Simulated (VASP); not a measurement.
# Pd (Fm-3m) in VASP: notebook, part 2 of 2

VASP 6.6.1. The steps go on from the part before.

### 5 Elastic constants, PBEsol

File INCAR:

```
PREC = Accurate ; ENCUT = 500
EDIFF = 1E-8 ; ISMEAR = -1
SIGMA = 0.05 ; LREAL = False
LASPH = True ; NELM = 120
ALGO = Normal ; ISIF = 3
LWAVE = False ; LCHARG = True
GGA = PS ; IBRION = 6
NFREE = 2 ; POTIM = 0.015
NSW = 1 ; GGA_COMPAT = False
```

File KPOINTS:

```
Automatic mesh
0
Gamma
  10 10 10
```

File POSCAR:

```
Pd
1.0
    0.0000000000      1.9465000000      1.9465000000
    1.9465000000      0.0000000000      1.9465000000
    1.9465000000      1.9465000000      0.0000000000
Pd
1
Direct
    0.0000000000      0.0000000000      0.0000000000
```

Potentials or basis: VASP PAW PBE potentials, release 64 (Pd).

Started as:

```console
> cat potpaw_PBE.64/Pd/POTCAR > POTCAR
> mpirun -np 1 vasp_std > vasp.out
```

OUTCAR:

```text
PREC = Accurate
   ENCUT = 500
   EDIFF = 1E-8
   ISMEAR = -1
   LREAL = False
   LASPH = True
   NELM = 120
   ISIF = 3
   GGA = PS
   IBRION = 6
   NFREE = 2
   POTIM = 0.015
   NSW = 1

 ion  position               nearest neighbor table
   1  0.000  0.000  0.000-

  LATTYP: Found a face centered cubic cell.
 ALAT       =     3.8930000000

  Lattice vectors:

 A1 = (   0.0000000000,   1.9465000000,   1.9465000000)
 A2 = (   1.9465000000,   0.0000000000,   1.9465000000)
 A3 = (   1.9465000000,   1.9465000000,   0.0000000000)

Analysis of symmetry for initial positions (statically):
[... 33 lines left out ...]
                                     Primitive cell

  volume of cell :      14.7500

  direct lattice vectors                    reciprocal lattice vectors
     0.000000000  1.946500000  1.946500000    -0.256871307  0.256871307  0.256871307
     1.946500000  0.000000000  1.946500000     0.256871307 -0.256871307  0.256871307
     1.946500000  1.946500000  0.000000000     0.256871307  0.256871307 -0.256871307

  length of vectors
     2.752766699  2.752766699  2.752766699     0.444914156  0.444914156  0.444914156

  position of ions in fractional coordinates (direct lattice)
     0.000000000  0.000000000  0.000000000

  ion indices of the primitive-cell ions
   primitive index   ion index
                 1           1

----------------------------------------------------------------------------------------

 KPOINTS: Automatic mesh

Automatic generation of k-mesh.
 Grid dimensions read from file:
 generate k-points for:   10   10   10

 Generating k-lattice:

  Cartesian coordinates                     Fractional coordinates (reciprocal lattice)
    -0.025687131  0.025687131  0.025687131     0.100000000  0.000000000  0.000000000
     0.025687131 -0.025687131  0.025687131     0.000000000  0.100000000  0.000000000
     0.025687131  0.025687131 -0.025687131     0.000000000  0.000000000  0.100000000

  Length of vectors
     0.044491416  0.044491416  0.044491416

  Shift w.r.t. Gamma in fractional coordinates (k-lattice)
     0.000000000  0.000000000  0.000000000

 Subroutine IBZKPT returns following result:
 ===========================================

 Found     47 irreducible k-points:

 Following reciprocal coordinates:
            Coordinates               Weight
  0.000000  0.000000  0.000000      1.000000
  0.100000  0.000000  0.000000      8.000000
  0.200000  0.000000  0.000000      8.000000
[... 97 lines left out ...]
  -------------------------------------------------------------------------------------
  Total       -0.2792842     -0.2792842     -0.2792842      0.0000000      0.0000000      0.0000000
  in kB      -30.3363736    -30.3363736    -30.3363736      0.0000000      0.0000000      0.0000000
  external PRESSURE =     -30.3363736 kB  Pullay stress =       0.0000000 kB
[... 86 lines left out ...]
  FREE ENERGIE OF THE ION-ELECTRON SYSTEM (eV)
  ---------------------------------------------------
  free  energy   TOTEN  =        -5.9809271386 eV

  energy  without entropy=       -5.9664093586  energy(sigma->0) =       -5.97366825

[... ionic steps 4 to 12 ...]

--------------------------------------- Ionic step       13  -------------------------------------------

 number of electron       9.9999999 magnetization

------------------------ aborting loop because EDIFF is reached ----------------------------------------
[... 65 lines left out ...]
--------------------------------------- Ionic step       15  -------------------------------------------

 number of electron       9.9999999 magnetization

 Free energy of the ion-electron system (eV)
  ---------------------------------------------------
  ext. energy  EPLUGINS =         0.00000000
  ---------------------------------------------------
  free energy    TOTEN  =        -5.97917593 eV

  energy without entropy =       -5.96425294  energy(sigma->0) =       -5.97171444

 E-fermi :   9.6446     XC(G=0): -13.3789

 val. band max:        9.6276104486   @ k =  -0.4000   0.4000   0.0000
 cond. band min:       9.6712474123   @ k =   0.5000   0.2000   0.0000
 fundamental gap:      0.0436369637
 Fermi energy:         9.6445854006

 k-point     1 :       0.0000    0.0000    0.0000
  band No.  band energies     occupation
      1       2.3802      2.00000
      2       6.7741      2.00000
      3       6.7741      2.00000
      4       6.7741      2.00000
      5       8.4054      2.00000
      6       8.4054      2.00000
      7      26.7479      0.00000
      8      31.5159      0.00000
      9      31.5159      0.00000
[... 265 lines left out ...]
 k-point    24 :       0.4000    0.3000    0.0000
  band No.  band energies     occupation
      1       4.7603      2.00000
      2       5.0427      2.00000
      3       8.1650      2.00000
      4       8.6755      2.00000
      5       9.5446      1.76144
      6      10.6463      0.00000
      7      23.2235      0.00000
      8      24.8320      0.00000
      9      25.1518      0.00000

 [... further k-points ...]
[... 5 lines left out ...]
  --------------------------------------------------------------------------------------
  -------------------------------------------------------------------------------------
  Total       -0.2792552     -0.2792552     -0.2792552      0.0000000     -0.0000000      0.0000000
  in kB      -30.3332314    -30.3332314    -30.3332314      0.0000000     -0.0000000      0.0000000
  external PRESSURE =     -30.3332314 kB  Pullay stress =       0.0000000 kB
[... 16 lines left out ...]
  FREE ENERGIE OF THE ION-ELECTRON SYSTEM (eV)
  ---------------------------------------------------
  free  energy   TOTEN  =        -5.9791759347 eV

  energy  without entropy=       -5.9642529436  energy(sigma->0) =       -5.97171444

 INTERNAL STRAIN TENSORS FROM STRAINED CELLS
 ============================================

 INTERNAL STRAIN TENSOR FOR ION    1 for displacements in x,y,z  (eV/Angst):
          X           Y           Z          XY          YZ          ZX
  --------------------------------------------------------------------------------
  x    -0.00000    -0.00000     0.00000     0.00000     0.00000     0.00000
  y     0.00000     0.00000    -0.00000     0.00000     0.00000     0.00000
  z     0.00000     0.00000     0.00000     0.00000    -0.00000     0.00000

 INTERNAL STRAIN TENSORS FROM DISPLACED ATOMS
 ============================================

 INTERNAL STRAIN TENSOR FOR ION    1 for displacements in x,y,z  (eV/Angst):
          X           Y           Z          XY          YZ          ZX
  --------------------------------------------------------------------------------
  x     0.00000     0.00000     0.00000     0.00000     0.00000     0.00000
  y     0.00000     0.00000     0.00000     0.00000     0.00000     0.00000
  z     0.00000     0.00000     0.00000     0.00000     0.00000     0.00000

 Eigenvectors and eigenvalues of the dynamical matrix
 ----------------------------------------------------

   1 f/i=    0.000000 THz     0.000000 2PiTHz    0.000000 cm-1     0.000000 meV
             X         Y         Z           dx          dy          dz
      0.000000  0.000000  0.000000    -0.883634    0.468178    0.000000

   2 f/i=    0.000000 THz     0.000000 2PiTHz    0.000000 cm-1     0.000000 meV
             X         Y         Z           dx          dy          dz
      0.000000  0.000000  0.000000     0.000000    0.000000    1.000000

   3 f/i=    0.000000 THz     0.000000 2PiTHz    0.000000 cm-1     0.000000 meV
             X         Y         Z           dx          dy          dz
      0.000000  0.000000  0.000000    -0.468178   -0.883634    0.000000

--------------------------------------------------------------------------------------------------------

 ELASTIC MODULI CONTR FROM IONIC RELAXATION (kBar)
 Direction    XX          YY          ZZ          XY          YZ          ZX
 --------------------------------------------------------------------------------
 XX           0.0000      0.0000      0.0000      0.0000      0.0000      0.0000
 YY           0.0000      0.0000      0.0000      0.0000      0.0000      0.0000
 ZZ           0.0000      0.0000      0.0000      0.0000      0.0000      0.0000
 XY           0.0000      0.0000      0.0000      0.0000      0.0000      0.0000
 YZ           0.0000      0.0000      0.0000      0.0000      0.0000      0.0000
 ZX           0.0000      0.0000      0.0000      0.0000      0.0000      0.0000
 --------------------------------------------------------------------------------

 TOTAL ELASTIC MODULI (kBar)
 Direction    XX          YY          ZZ          XY          YZ          ZX
 --------------------------------------------------------------------------------
 XX        2328.0609   1699.5236   1699.5236     -0.0000      0.0000     -0.0000
 YY        1699.5236   2328.0609   1699.5236      0.0000      0.0000      0.0000
 ZZ        1699.5236   1699.5236   2328.0609      0.0000      0.0000     -0.0000
 XY          -0.0000      0.0000      0.0000    795.0259      0.0000     -0.0000
 YZ           0.0000      0.0000      0.0000      0.0000    795.0259      0.0000
 ZX          -0.0000      0.0000     -0.0000     -0.0000      0.0000    795.0259
 --------------------------------------------------------------------------------
```

stdout:

```text
POSCAR found type information on POSCAR Pd
 POSCAR found :  1 types and       1 ions
 scaLAPACK will be used
 -----------------------------------------------------------------------------
|                                                                             |
|                                                                             |
|     You enforced a specific xc type in the INCAR file but a different       |
|     I HOPE YOU KNOW WHAT YOU ARE DOING!                                     |
|                                                                             |
 -----------------------------------------------------------------------------

 LDA part: xc-table for (Slater+PW92), standard interpolation
 POSCAR, INCAR and KPOINTS ok, starting setup
 FFT: planning ... GRIDC
 FFT: planning ... GRID_SOFT
 FFT: planning ... GRID
 WAVECAR not read
 entering main loop
 Found     1 degrees of freedom:
 Adding 6 more for cell shape distortion
 Finite differences POTIM= 0.01500 DOF=   7
 bond charge predicted
 Finite differences progress:
 bond charge predicted
 Finite differences progress:
 bond charge predicted
 Finite differences progress:
 bond charge predicted
 Finite differences progress:
 bond charge predicted
 Finite differences progress:
 bond charge predicted
 Finite differences progress:
 bond charge predicted
 Finite differences progress:
 bond charge predicted
 Finite differences progress:
 bond charge predicted
 Finite differences progress:
 bond charge predicted
 Finite differences progress:
 bond charge predicted
 Finite differences progress:
 bond charge predicted
 Finite differences progress:
 bond charge predicted
 Finite differences progress:
 bond charge predicted
 Finite differences progress:
```

Wall time 4.1 min (1 thread of Intel Xeon 8259CL, shared host); peak memory 0.2 GiB.

Results:

```yaml
Elastic_constants_C11_C12_C44: 233, 170, 80 GPa
Voigt_bulk_modulus: 191 GPa
```

Elastic tensor in Voigt notation (GPa, in the Cartesian axes of the cell as first typed):
```
233 170 170   0   0   0
170 233 170   0   0   0
170 170 233   0   0   0
  0   0   0  80   0   0
  0   0   0   0  80   0
  0   0   0   0   0  80
```

Clamped-ion elastic tensor (GPa):
```
233 170 170   0   0   0
170 233 170   0   0   0
170 170 233   0   0   0
  0   0   0  80   0   0
  0   0   0   0  80   0
  0   0   0   0   0  80
```

Caveat: the cell is under stress, which shifts elastic constants; the PAW data sets were made with another functional, which shifts forces and pressure a little.

### 6 Vibrations by perturbation theory, LDA

File INCAR:

```
PREC = Accurate
ENCUT = 500
EDIFF = 1E-8
ISMEAR = -1
SIGMA = 0.05
LREAL = False
LASPH = True
NELM = 120
ALGO = Normal
ISIF = 2
LWAVE = False
LCHARG = False
IBRION = 8
NSW = 1
GGA_COMPAT = False
```

KPOINTS is that of step 5.

POSCAR is that of step 5.

Potentials or basis: VASP PAW LDA potentials, release 64 (Pd).

Started as:

```console
> cat potpaw_LDA.64/Pd/POTCAR > POTCAR
> mpirun -np 1 vasp_std > vasp.out
```

OUTCAR:

```text
PREC = Accurate
   ENCUT = 500
   EDIFF = 1E-8
   ISMEAR = -1
   LREAL = False
   LASPH = True
   NELM = 120
   ISIF = 2
   IBRION = 8
   NSW = 1

 ion  position               nearest neighbor table
   1  0.000  0.000  0.000-

  LATTYP: Found a face centered cubic cell.
 ALAT       =     3.8930000000

  Lattice vectors:

 A1 = (   0.0000000000,   1.9465000000,   1.9465000000)
 A2 = (   1.9465000000,   0.0000000000,   1.9465000000)
 A3 = (   1.9465000000,   1.9465000000,   0.0000000000)

Analysis of symmetry for initial positions (statically):
[... 525 lines left out ...]
  y     0.00000     0.00000     0.00000     0.00000     0.00000     0.00000
  z     0.00000     0.00000     0.00000     0.00000     0.00000     0.00000

 SECOND DERIVATIVES (NOT SYMMETRIZED)
 ------------------------------------
               1X          1Y          1Z
  1X     0.009016    0.000000    0.000000
  1Y     0.000000    0.009016    0.000000
  1Z     0.000000    0.000000    0.009016

 Eigenvectors and eigenvalues of the dynamical matrix
 ----------------------------------------------------

   1 f/i=    0.143896 THz     0.904126 2PiTHz    4.799857 cm-1     0.595106 meV
             X         Y         Z           dx          dy          dz
      0.000000  0.000000  0.000000     1.000000    0.000000    0.000000

   2 f/i=    0.143896 THz     0.904126 2PiTHz    4.799857 cm-1     0.595106 meV
             X         Y         Z           dx          dy          dz
      0.000000  0.000000  0.000000     0.000000    1.000000    0.000000

   3 f/i=    0.143896 THz     0.904126 2PiTHz    4.799857 cm-1     0.595106 meV
             X         Y         Z           dx          dy          dz
      0.000000  0.000000  0.000000     0.000000    0.000000    1.000000

--------------------------------------------------------------------------------------------------------

 ELASTIC MODULI CONTR FROM IONIC RELAXATION (kBar)
 Direction    XX          YY          ZZ          XY          YZ          ZX
 --------------------------------------------------------------------------------
 XX           0.0000      0.0000      0.0000      0.0000      0.0000      0.0000
 YY           0.0000      0.0000      0.0000      0.0000      0.0000      0.0000
 ZZ           0.0000      0.0000      0.0000      0.0000      0.0000      0.0000
 XY           0.0000      0.0000      0.0000      0.0000      0.0000      0.0000
 YZ           0.0000      0.0000      0.0000      0.0000      0.0000      0.0000
 ZX           0.0000      0.0000      0.0000      0.0000      0.0000      0.0000
 --------------------------------------------------------------------------------
```

stdout:

```text
POSCAR found type information on POSCAR Pd
 POSCAR found :  1 types and       1 ions
 scaLAPACK will be used
 LDA part: xc-table for (Slater(with rela. corr.)+CA(PZ))
 , standard interpolation
 POSCAR, INCAR and KPOINTS ok, starting setup
 FFT: planning ... GRIDC
 FFT: planning ... GRID_SOFT
 FFT: planning ... GRID
 WAVECAR not read
 entering main loop
 Linear response reoptimize wavefunctions to high precision
 Linear response DOF=           1
 Linear response progress:
 first order change of Fermi-energy  -0.38200E-03
 force on displaced ion       1 direction 1 :   0.009   0.000   0.000
 Linear response finished
```

Wall time 18 s (1 thread of Intel Xeon Platinum 8488C (Sapphire Rapids), shared host); peak memory 0.14 GiB.
